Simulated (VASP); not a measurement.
# LiTi4Sb8 (a cell with a defect) in VASP: single point with LDA

Aim: the single point of LiTi4Sb8 (a cell with a defect) with LDA.

All numbers are computed with VASP 6.6.1; they aren't measurements. Logs are shortened: lines on timing, memory, paths and dates and some standing lists are left out, and cuts for length are marked.

### 1 The cell of the first run

The cell holds a defect, 13 atoms: a = 6.703 Å, b = 6.703 Å, c = 5.796 Å, α = 90.00°, β = 90.00°, γ = 90.00°.

### 2 Single point, LDA

INCAR

```
SYSTEM = LiTi4Sb8
ALGO = Normal ; EDIFF = 1E-6
ENCUT = 520 ; ISIF = 2
ISMEAR = -1 ; LASPH = .TRUE.
LCHARG = .TRUE. ; LELF = .TRUE.
LREAL = .FALSE. ; LVHAR = .TRUE.
LWAVE = .FALSE. ; NBANDS = 58
NELM = 100 ; PREC = Accurate
SIGMA = 0.1
```

KPOINTS

```
k-points
0
G
  3 3 3
  0 0 0
```

POSCAR

```
LiTi4Sb8
1.0
    6.7029110000      0.0000000000      0.0000000000
    0.0000000000      6.7029110000      0.0000000000
    0.0000000000      0.0000000000      5.7959770000
Ti Sb Li
4 8 1
Direct
   -0.0044836952     -0.0005846192      0.2401705544
   -0.0052333996     -0.0020938385      0.7443409779
    0.4977793467      0.4949065121      0.7443352056
    0.4992812132      0.4956387079      0.2401481432
    0.3120953593      0.1534128307      0.5049231604
    0.8769181984      0.3770534658      0.5272500777
    0.1503724065      0.3435619531      0.0035676473
    0.6506647288      0.1508101317     -0.0302922896
    0.8434263908      0.6505029420      0.0035675793
    0.3469111386      0.8470451800     -0.0078196286
    0.6532717389      0.8122067905      0.5049128304
    0.1699996465      0.6701168490      0.4853332968
    0.6487413271      0.1488538948      0.3973004452
```

Potentials or basis: VASP PAW LDA potentials, release 64 (Ti_sv, Sb, Li_sv).

Started as:

```
cat potpaw_LDA.64/Ti_sv/POTCAR potpaw_LDA.64/Sb/POTCAR potpaw_LDA.64/Li_sv/POTCAR > POTCAR
mpirun -np 1 vasp_std > vasp.out
```

OUTCAR:

```text
SYSTEM = LiTi4Sb8
   EDIFF = 1E-6
   ENCUT = 520
   ISIF = 2
   ISMEAR = -1
   LASPH = .TRUE.
   LREAL = .FALSE.
   NELM = 100
   PREC = Accurate

 ion  position               nearest neighbor table
   1  0.996  0.999  0.240-  13 2.69   5 2.81  12 2.87   2 2.87   7 2.88   9 2.90  10 2.94   8 2.97
                            11 3.03   6 3.13
   2  0.995  0.998  0.744-   5 2.75   8 2.84   1 2.87  12 2.91  10 2.94   6 2.94   9 2.95   7 2.95
                            11 2.95
   3  0.498  0.495  0.744-  11 2.75   8 2.84   4 2.87  12 2.91  10 2.94   6 2.94   7 2.95   9 2.95
                             5 2.95
   4  0.499  0.496  0.240-  13 2.69  11 2.81   3 2.87  12 2.87   9 2.88   7 2.90  10 2.94   8 2.97
                             5 3.03   6 3.13
   5  0.312  0.153  0.505-  13 2.34   2 2.75   1 2.81   3 2.95   4 3.03  11 3.23   6 3.28   7 3.34
                             7 3.35  12 3.38  10 3.50   8 3.52  12 3.59  10 3.62
   6  0.877  0.377  0.527-  13 2.29  12 2.79   3 2.94   2 2.94   1 3.13   4 3.13  11 3.28   5 3.28
                             9 3.32   7 3.32   8 3.34   9 3.55   7 3.55
   7  0.150  0.344  0.004-   1 2.88   4 2.90   9 2.91   3 2.95   2 2.95   6 3.32   5 3.34   5 3.35
                            12 3.55   6 3.55  10 3.58   8 3.60   8 3.60  10 3.62  12 3.72
   8  0.651  0.151  0.970-  13 2.48   3 2.84   2 2.84  10 2.88   4 2.97   1 2.97   6 3.34   5 3.52
                            11 3.52   9 3.60   7 3.60   7 3.60   9 3.60
   9  0.843  0.651  0.004-   4 2.88   1 2.90   7 2.91   2 2.95   3 2.95   6 3.32  11 3.34  11 3.35
                            12 3.55   6 3.55  10 3.58   8 3.60   8 3.60  10 3.62  12 3.72
  10  0.347  0.847  0.992-   8 2.88   4 2.94   1 2.94   2 2.94   3 2.94  12 3.31  12 3.38   5 3.50
                            11 3.50   9 3.58   7 3.58  11 3.62   5 3.62   7 3.62   9 3.62
  11  0.653  0.812  0.505-  13 2.34   3 2.75   4 2.81   2 2.95   1 3.03   5 3.23   6 3.28   9 3.34
                             9 3.35  12 3.38  10 3.50   8 3.52  12 3.59  10 3.62
  12  0.170  0.670  0.485-   6 2.79   4 2.87   1 2.87   3 2.91   2 2.91  10 3.31  11 3.38   5 3.38
                            10 3.38   7 3.55   9 3.55   5 3.59  11 3.59   7 3.72   9 3.72
  13  0.649  0.149  0.397-   6 2.29  11 2.34   5 2.34   8 2.48   1 2.69   4 2.69

  LATTYP: Found a simple tetragonal cell.
 ALAT       =     6.7029110000
 C/A-ratio  =     0.8646955032

  Lattice vectors:

 A1 = (   6.7029110000,   0.0000000000,   0.0000000000)
 A2 = (   0.0000000000,   6.7029110000,   0.0000000000)
 A3 = (   0.0000000000,   0.0000000000,   5.7959770000)

Analysis of symmetry for initial positions (statically):
=====================================================================
 Subroutine PRICEL returns:
 Original cell was already a primitive cell.

 Routine SETGRP: Setting up the symmetry group for a
 simple tetragonal supercell.

 Subroutine GETGRP returns: Found  1 space group operations
 (whereof  1 operations were pure point group operations)
 out of a pool of 16 trial point group operations.

[... 147 lines left out ...]
  Fermi-wavevector in a.u.,A,eV,Ry     =   1.153110  2.179062 18.091162  1.329663
  Thomas-Fermi vector in A             =   2.289756
   LORBIT       =      0    0 simple, 1 ext, 2 COOP (PROOUT), +10 PAW based schemes
   GGA     = CA    functional components
   LHFCALC =     F    Hartree Fock is set to
   AEXX    =    0.0000 exact exchange contribution
   IVDW    =     0    specifies the selected vdW correction
   LEPSILON=     F    determine dielectric tensor
   LRPA    =     F    only Hartree local field effects (RPA)
 non-spin polarized calculation
  energy-cutoff  :      520.00
  volume of cell :      260.41
 maximum number of plane-waves:      7042
 NGX is ok and might be reduce to    50
   NGX = 25   NGY = 25   NGZ = 21

 number of electron      90.9999998 magnetization

 Free energy of the ion-electron system (eV)
  ---------------------------------------------------
  ext. energy  EPLUGINS =         0.00000000
  ---------------------------------------------------
  free energy    TOTEN  =       -79.32639276 eV

  energy without entropy =      -79.09802337  energy(sigma->0) =      -79.21220807

 E-fermi :   9.7909     XC(G=0): -11.1973

 val. band max:        9.7270415118   @ k =   0.3333   0.3333   0.3333
 cond. band min:       9.8102666309   @ k =   0.0000   0.0000   0.3333
 fundamental gap:      0.0832251191
 Fermi energy:         9.7908824484

 k-point     1 :       0.0000    0.0000    0.0000
  band No.  band energies     occupation
      1     -46.5326      2.00000
      2     -46.5325      2.00000
      3     -46.4756      2.00000
      4     -46.4753      2.00000
      5     -35.4194      2.00000
      6     -23.3040      2.00000
[... 829 lines left out ...]
     56      11.4369      0.00000
     57      11.5716      0.00000
 [bands above 57 left out]

------------------------ aborting loop because EDIFF is reached ----------------------------------------

  FORCE on cell =-STRESS in cart. coord.  units (eV):
  Direction    XX          YY          ZZ          XY          YZ          ZX
  --------------------------------------------------------------------------------------
  -------------------------------------------------------------------------------------
  Total        1.0154414      1.0157277     -2.0029008      1.9552140      0.1373617      0.1380234
  in kB        6.2475809      6.2493425    -12.3230007     12.0296037      0.8451284      0.8491998
  external PRESSURE =       0.0579743 kB  Pullay stress =       0.0000000 kB

 VOLUME and BASIS-vectors are now :
 -----------------------------------------------------------------------------
  energy-cutoff  :      520.00
  volume of cell :      260.41
      direct lattice vectors                 reciprocal lattice vectors
     6.702911000  0.000000000  0.000000000     0.149188912  0.000000000  0.000000000
     0.000000000  6.702911000  0.000000000     0.000000000  0.149188912  0.000000000
     0.000000000  0.000000000  5.795977000     0.000000000  0.000000000  0.172533466

 POSITION                                       TOTAL-FORCE (eV/Angst)
 -----------------------------------------------------------------------------------
      6.67286      6.69899      1.39202        -0.007953      0.005400      0.003575
      6.66783      6.68888      4.31418         0.000145     -0.012460     -0.006305
      3.33657      3.31731      4.31415        -0.012795     -0.000761     -0.006284
      3.34664      3.32222      1.39189         0.005564     -0.007759      0.004158
      2.09195      1.02831      2.92652         0.002528     -0.008185     -0.002531
      5.87790      2.52736      3.05593        -0.007078     -0.007477      0.000927
      1.00793      2.30287      0.02068         0.021336     -0.004603      0.004860
      4.36135      1.01087      5.62040         0.003367      0.002631      0.006339
      5.65341      4.36026      0.02068        -0.004340      0.021674      0.004975
      2.32531      5.67767      5.75065        -0.013340     -0.013216     -0.010726
      4.37882      5.44415      2.92646        -0.007542      0.003691     -0.002692
      1.13949      4.49173      2.81298         0.014989      0.015696      0.010432
      4.34846      0.99775      2.30274         0.005120      0.005369     -0.006728
 -----------------------------------------------------------------------------------
    total drift:                                0.000329      0.000200     -0.000006

  FREE ENERGIE OF THE ION-ELECTRON SYSTEM (eV)
  ---------------------------------------------------
  free  energy   TOTEN  =       -79.3263927604 eV

  energy  without entropy=      -79.0980233743  energy(sigma->0) =      -79.21220807
```

Run time: 2.9 min. Hardware: 1 thread of Intel Xeon 6975P-C (Granite Rapids), shared host; peak memory 0.37 GiB.

Results:

| Quantity | Value |
| --- | --- |
| Free energy | -79.3264 eV |
| Largest force | 0.024 eV/Å |
| Band gap on the k mesh | zero (an odd number of electrons rules out a gap without spin polarisation) |

Forces on the atoms (eV/Å):
```
Ti  -0.008  0.005  0.004
Ti   0.000 -0.012 -0.006
Ti  -0.013 -0.001 -0.006
Ti   0.006 -0.008  0.004
Sb   0.003 -0.008 -0.003
Sb  -0.007 -0.007  0.001
Sb   0.021 -0.005  0.005
Sb   0.003  0.003  0.006
Sb  -0.004  0.022  0.005
Sb  -0.013 -0.013 -0.011
Sb  -0.008  0.004 -0.003
Sb   0.015  0.016  0.010
Li   0.005  0.005 -0.007
```

Levels at points of the mesh, in eV from the Fermi level:
| k point | band 42 | band 43 | band 44 | band 45 | band 46 | band 47 | band 48 | band 49 |
| --- | --- | --- | --- | --- | --- | --- | --- | --- |
| (0.00, 0.00, 0.00) | -0.78 | -0.68 | -0.58 | 0.15 | 0.40 | 0.44 | 0.56 | 0.68 |

Caveat: the k points lie up to 0.36 Å⁻¹ apart, too coarse for converged energies and pressures of a metal; the cutoff is under 1.25 times the usual one of these potentials, so pressure, stress and relaxed cells hold a basis-set (Pulay) error; spin-orbit coupling is left out, which moves the levels of the heavy elements.

The gap in the log of VASP goes by the Fermi energy; the results here count the filled bands.